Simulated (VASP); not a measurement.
# InSe in VASP: single point with PBE+D3(BJ)

Aim: the single point of InSe with PBE+D3(BJ).

The COD entry that gives the cell may itself be a prediction, so a difference from it is no test against experiment.

Everything below comes from runs of VASP 6.6.1. Logs are shortened: lines on timing, memory, paths and dates and some standing lists are left out, and cuts for length are marked.

### 1 The cell of the first run

The cell holds a slab with vacuum, 8 atoms: a = 4.027 Å, b = 4.027 Å, c = 28.271 Å, α = 90.00°, β = 90.00°, γ = 120.00°.

### 2 Single point, PBE+D3(BJ)

The input, INCAR:

```
SYSTEM = InSe
ALGO = Normal ; DIPOL = 0.5 0.5 0.404
EDIFF = 1E-6 ; ENCUT = 400
GGA = PE ; GGA_COMPAT = .False.
IDIPOL = 3 ; ISIF = 2
ISMEAR = 0 ; IVDW = 12
LASPH = .True. ; LCHARG = .False.
LDIPOL = .True. ; LREAL = .False.
LWAVE = .False. ; NBANDS = 48
NELM = 120 ; NELMDL = -8
PREC = Accurate ; SIGMA = 0.05
```

The input, KPOINTS:

```
k-points
0
Gamma
  9 9 1
  0 0 0
```

The input, POSCAR:

```
InSe
1.0
    4.0266104808      0.0000000000      0.0000000000
   -2.0133052404      3.4871469675      0.0000000000
    0.0000000000      0.0000000000     28.2707100106
Se In
4 4
Direct
    0.0000000000      0.0000000000      0.1591753443
    0.0000000000      0.0000000000      0.3495124726
    0.0000000000      0.5000000000      0.4591342785
    0.0000000000      0.5000000000      0.6494665179
    0.6666666667      0.3333333333      0.2049776389
    0.6666666667      0.3333333333      0.3038168834
   -0.6666666667      0.1666666666      0.5048283170
   -0.6666666667      0.1666666666      0.6036677721
```

Potentials or basis: VASP PAW PBE potentials, release 64 (Se, In_d).

The run is started by

```console
> cat potpaw_PBE.64/Se/POTCAR potpaw_PBE.64/In_d/POTCAR > POTCAR
> mpirun -np 1 vasp_std > vasp.out
```

OUTCAR:

```text
SYSTEM = InSe
   EDIFF = 1E-6
   ENCUT = 400
   GGA = PE
   ISIF = 2
   ISMEAR = 0
   IVDW = 12
   LASPH = .True.
   LREAL = .False.
   NELM = 120
   NELMDL = -8
   PREC = Accurate
 IVDW          = 12

 ion  position               nearest neighbor table
   1  0.000  0.000  0.159-   5 2.66   5 2.66   5 2.66
   2  0.000  0.000  0.350-   6 2.66   6 2.66   6 2.66
   3  0.000  0.500  0.459-   7 2.66   7 2.66   7 2.66
   4  0.000  0.500  0.649-   8 2.66   8 2.66   8 2.66
   5  0.667  0.333  0.205-   1 2.66   1 2.66   1 2.66   6 2.79
   6  0.667  0.333  0.304-   2 2.66   2 2.66   2 2.66   5 2.79
   7  0.333  0.167  0.505-   3 2.66   3 2.66   3 2.66   8 2.79
   8  0.333  0.167  0.604-   4 2.66   4 2.66   4 2.66   7 2.79

  LATTYP: Found a hexagonal cell.
 ALAT       =     4.0266104808
 C/A-ratio  =     7.0209696581

  Lattice vectors:

 A1 = (   4.0266104808,   0.0000000000,   0.0000000000)
 A2 = (  -2.0133052404,   3.4871469675,   0.0000000000)
 A3 = (   0.0000000000,   0.0000000000,  28.2707100106)

Analysis of symmetry for initial positions (statically):
=====================================================================
 Subroutine PRICEL returns:
 Original cell was already a primitive cell.

 Routine SETGRP: Setting up the symmetry group for a
 hexagonal supercell.

 Subroutine GETGRP returns: Found  4 space group operations
 (whereof  2 operations were pure point group operations)
 out of a pool of 24 trial point group operations.

The static configuration has the point symmetry C_1h.
 The point group associated with its full space group is C_2h.

Analysis of symmetry for dynamics (positions and initial velocities):
=====================================================================
 Subroutine PRICEL returns:
 Original cell was already a primitive cell.

 Routine SETGRP: Setting up the symmetry group for a
 hexagonal supercell.

 Subroutine GETGRP returns: Found  4 space group operations
 (whereof  2 operations were pure point group operations)
 out of a pool of 24 trial point group operations.

The dynamic configuration has the point symmetry C_1h.
 The point group associated with its full space group is C_2h.

 Subroutine INISYM returns: Found  4 space group operations
 (whereof  2 operations are pure point group operations),
 and found     1 'primitive' translations

----------------------------------------------------------------------------------------

                                     Primitive cell

  volume of cell :     396.9599

  direct lattice vectors                    reciprocal lattice vectors
     4.026610481  0.000000000  0.000000000     0.248347836  0.143383690  0.000000000
    -2.013305240  3.487146968  0.000000000     0.000000000  0.286767380  0.000000000
     0.000000000  0.000000000 28.270710011     0.000000000  0.000000000  0.035372299

  length of vectors
     4.026610481  4.026610481 28.270710011     0.286767380  0.286767380  0.035372299

  position of ions in fractional coordinates (direct lattice)
     0.000000000  0.000000000  0.159175344
     0.000000000  0.000000000  0.349512473
     1.000000000  0.500000000  0.459134279
     1.000000000  0.500000000  0.649466518
     0.666666667  0.333333333  0.204977639
     0.666666667  0.333333333  0.303816883
     0.333333333  0.166666667  0.504828317
     0.333333333  0.166666667  0.603667772

  ion indices of the primitive-cell ions
   primitive index   ion index
                 1           1
                 2           2
                 3           3
                 4           4
                 5           5
                 6           6
                 7           7
                 8           8

----------------------------------------------------------------------------------------

 KPOINTS: k-points

Automatic generation of k-mesh.
 Grid dimensions read from file:
 generate k-points for:    9    9    1

 Generating k-lattice:

  Cartesian coordinates                     Fractional coordinates (reciprocal lattice)
     0.027594204  0.015931521  0.000000000     0.111111111 -0.000000000  0.000000000
     0.000000000  0.031863042  0.000000000     0.000000000  0.111111111  0.000000000
     0.000000000  0.000000000  0.035372299     0.000000000  0.000000000  1.000000000

  Length of vectors
     0.031863042  0.031863042  0.035372299

  Shift w.r.t. Gamma in fractional coordinates (k-lattice)
     0.000000000  0.000000000  0.000000000

 Subroutine IBZKPT returns following result:
 ===========================================

 Found     25 irreducible k-points:

 Following reciprocal coordinates:
            Coordinates               Weight
  0.000000  0.000000  0.000000      1.000000
  0.111111  0.000000  0.000000      2.000000
  0.000000  0.111111  0.000000      4.000000
  0.222222 -0.000000  0.000000      2.000000
  0.000000  0.222222  0.000000      4.000000
  0.333333 -0.000000  0.000000      2.000000
[... 16 lines left out ...]
 -0.222222 -0.444444  0.000000      4.000000
  0.444444  0.333333  0.000000      4.000000
   k-points           NKPTS =     25   k-points in BZ     NKDIM =     25   number of bands    NBANDS=     48
   number of dos      NEDOS =    301   number of ions     NIONS =      8
   total plane-waves  NPLWV = 150528
   dimension x,y,z NGX =    28 NGY =   28 NGZ =  192
   dimension x,y,z NGXF=    56 NGYF=   56 NGZF=  384
   ions per type =               4   4
   NGX,Y,Z   is equivalent  to a cutoff of  11.56, 11.56, 11.29 a.u.
   NGXF,Y,Z  is equivalent  to a cutoff of  23.12, 23.12, 22.58 a.u.
 SYSTEM =  InSe
   PREC   = accura    normal or accurate (medium, high low for compatibility)
   ISTART =      0    job   : 0-new  1-cont  2-samecut
   ICHARG =      2    charge: 1-file 2-atom 10-const
   ISPIN  =      1    spin polarized calculation?
   LNONCOLLINEAR =      F non collinear calculations
   LSORBIT =      F    spin-orbit coupling
   LASPH  =      T    aspherical Exc in radial PAW
   ENCUT  =  400.0 eV  29.40 Ry    5.42 a.u.   6.57  6.57 46.10*2*pi/ulx,y,z
   NELM   =    120;   NELMIN=  2; NELMDL= -8     # of ELM steps
   EDIFF  = 0.1E-05   stopping-criterion for ELM
   LREAL  =      F    real-space projection
   EDIFFG = 0.1E-04   stopping-criterion for IOM
   NSW    =      0    number of steps for IOM
   IBRION =     -1    ionic relax: 0-MD 1-quasi-New 2-CG
   NFREE  =      0    steps in history (QN), initial steepest desc. (CG)
   ISIF   =      2    stress and relaxation
   ISYM   =      2    0-nonsym 1-usesym 2-fastsym
   POTIM  = 0.5000    time-step for ionic-motion
   TEBEG  =    0.0;   TEEND  =   0.0 temperature during run
   PSTRESS=    0.0 pullay stress
   NELECT =      76.0000    total number of electrons
   NUPDOWN=      -1.0000    fix difference up-down
   EMIN   =  10.00;   EMAX   =-10.00  energy-range for DOS
   EFERMI =   0.00;   METHOD = LEGACY
   ISMEAR =     0;   SIGMA  =   0.05  broadening in eV -4-tet -1-fermi 0-gaus
   EFERMI_NEDOS =   21; number of points for ismear=-14 and -15
   IALGO  =     38    algorithm
   IMIX   =      4    mixing-type and parameters
     AMIX     =   0.40;   BMIX     =  1.00
     AMIX_MAG =   1.60;   BMIX_MAG =  1.00
  volume/ion in A,a.u.               =      49.62       334.85
  Fermi-wavevector in a.u.,A,eV,Ry     =   0.943548  1.783046 12.113024  0.890282
  Thomas-Fermi vector in A             =   2.071266
   LORBIT       =      0    0 simple, 1 ext, 2 COOP (PROOUT), +10 PAW based schemes
   GGA     = PE    functional components
   LHFCALC =     F    Hartree Fock is set to
   AEXX    =    0.0000 exact exchange contribution
   IVDW    =    12    specifies the selected vdW correction
   LEPSILON=     F    determine dielectric tensor
   LRPA    =     F    only Hartree local field effects (RPA)
 non-spin polarized calculation
 Gauss-broadening in eV      SIGMA  =   0.05
  energy-cutoff  :      400.00
  volume of cell :      396.96
 maximum number of plane-waves:      7281
 NGX is ok and might be reduce to    28
   NGX = 13   NGY = 13   NGZ = 93

 number of electron      75.9999974 magnetization

 dipolmoment           0.000000      0.000000     -0.002149 electrons x Angstroem

 Free energy of the ion-electron system (eV)
  ---------------------------------------------------
  ext. energy  EPLUGINS =         0.00000000
  ---------------------------------------------------
  free energy    TOTEN  =       -28.35950536 eV

  energy without entropy =      -28.35950536  energy(sigma->0) =      -28.35950536

 E-fermi :   0.0853     XC(G=0):  -5.6378

 val. band max:       -0.1514459108   @ k =   0.1111   0.0000   0.0000
 cond. band min:       0.9147739459   @ k =   0.0000   0.0000   0.0000
 fundamental gap:      1.0662198568
 Fermi energy:         0.0852919920

 k-point     1 :       0.0000    0.0000    0.0000
  band No.  band energies     occupation
      1     -14.5292      2.00000
      2     -14.5101      2.00000
      3     -14.3460      2.00000
      4     -14.3453      2.00000
      5     -14.3275      2.00000
      6     -14.3267      2.00000
[... 40 lines left out ...]
     47       5.0438      0.00000
     48       5.1879      0.00000

 k-point     2 :       0.1111    0.0000    0.0000
  band No.  band energies     occupation
      1     -14.5288      2.00000
      2     -14.5097      2.00000
      3     -14.3866      2.00000
      4     -14.3679      2.00000
      5     -14.3435      2.00000
      6     -14.3248      2.00000
[... 40 lines left out ...]
     47       5.0643      0.00000
     48       5.2222      0.00000

 k-point     3 :       0.0000    0.1111    0.0000
  band No.  band energies     occupation
      1     -14.5287      2.00000
      2     -14.5097      2.00000
      3     -14.3860      2.00000
      4     -14.3674      2.00000
      5     -14.3440      2.00000
      6     -14.3254      2.00000
[... 1060 lines left out ...]
     47       5.2656      0.00000
     48       5.3440      0.00000

 k-point    24 :       0.4444    0.3333    0.0000
  band No.  band energies     occupation
      1     -14.6374      2.00000
      2     -14.6188      2.00000
      3     -14.5370      2.00000
      4     -14.5162      2.00000
      5     -14.4717      2.00000
      6     -14.4526      2.00000
[... 40 lines left out ...]
     47       5.2702      0.00000
     48       5.3360      0.00000

 [... further k-points ...]

------------------------ aborting loop because EDIFF is reached ----------------------------------------

 vacuum level on the upper side and lower side of the slab       (xc-potential included)        -0.129        -0.103

 Edisp (eV)   -2.05826

 E8    (eV) :    -0.9654

  FORCE on cell =-STRESS in cart. coord.  units (eV):
  Direction    XX          YY          ZZ          XY          YZ          ZX
  --------------------------------------------------------------------------------------
  -------------------------------------------------------------------------------------
  Total      -0.02351     0.14863    -0.01956    -0.14908    -0.00239    -0.00415
  in kB      -0.09490     0.59990    -0.07893    -0.60172    -0.00967    -0.01674
  external pressure =        0.14 kB  Pullay stress =        0.00 kB

 VOLUME and BASIS-vectors are now :
 -----------------------------------------------------------------------------
  energy-cutoff  :      400.00
  volume of cell :      396.96
      direct lattice vectors                 reciprocal lattice vectors
     4.026610481  0.000000000  0.000000000     0.248347836  0.143383690  0.000000000
    -2.013305240  3.487146968  0.000000000     0.000000000  0.286767380  0.000000000
     0.000000000  0.000000000 28.270710011     0.000000000  0.000000000  0.035372299

 POSITION                                       TOTAL-FORCE (eV/Angst)
 -----------------------------------------------------------------------------------
      0.00000      0.00000      4.50000        -0.000682     -0.000394     -0.014949
      0.00000      0.00000      9.88097        -0.014116     -0.008150      0.014986
     -1.00665      1.74357     12.98005         0.014116      0.008150     -0.014986
     -1.00665      1.74357     18.36088         0.000682      0.000394      0.014949
      2.01331      1.16238      5.79486        -0.001510     -0.000872      0.013074
      2.01331      1.16238      8.58912         0.012988      0.007499     -0.014044
      1.00665      0.58119     14.27185        -0.012988     -0.007499      0.014044
      1.00665      0.58119     17.06612         0.001510      0.000872     -0.013074
 -----------------------------------------------------------------------------------
    total drift:                                0.000214      0.000123     -0.253414

  FREE ENERGIE OF THE ION-ELECTRON SYSTEM (eV)
  ---------------------------------------------------
  free  energy   TOTEN  =       -30.4177651433 eV

  energy  without entropy=      -30.4177651433  energy(sigma->0) =      -30.41776514

 vacuum level on the upper side and lower side of the slab         5.387         5.414
```

Wall time 9.3 min (1 thread of Intel Xeon Platinum 8488C (Sapphire Rapids), shared host); peak memory 0.51 GiB.

What came out:

```yaml
Free_energy: -30.4178 eV
Largest_force: 0.022 eV/Å
Band_gap_on_the_k_mesh: 1.07 eV, indirect (least direct gap 1.13 eV)
Dispersion_energy_per_atom: -0.257 eV
```

Forces on the atoms (eV/Å):
```
Se  -0.001  0.000 -0.015
Se  -0.014 -0.008  0.015
Se   0.014  0.008 -0.015
Se   0.001  0.000  0.015
In  -0.002 -0.001  0.013
In   0.013  0.007 -0.014
In  -0.013 -0.007  0.014
In   0.002  0.001 -0.013
```

Levels at points of the mesh, in eV from the valence-band top:
| k point | band 34 | band 35 | band 36 | band 37 | band 38 | band 39 | band 40 | band 41 | band 42 | band 43 |
| --- | --- | --- | --- | --- | --- | --- | --- | --- | --- | --- |
| (0.00, 0.00, 0.00) | -0.75 | -0.75 | -0.72 | -0.65 | -0.06 | 1.07 | 1.72 | 2.47 | 2.55 | 4.70 |

Caveat: spin-orbit coupling is left out, which moves the levels of the heavy elements.
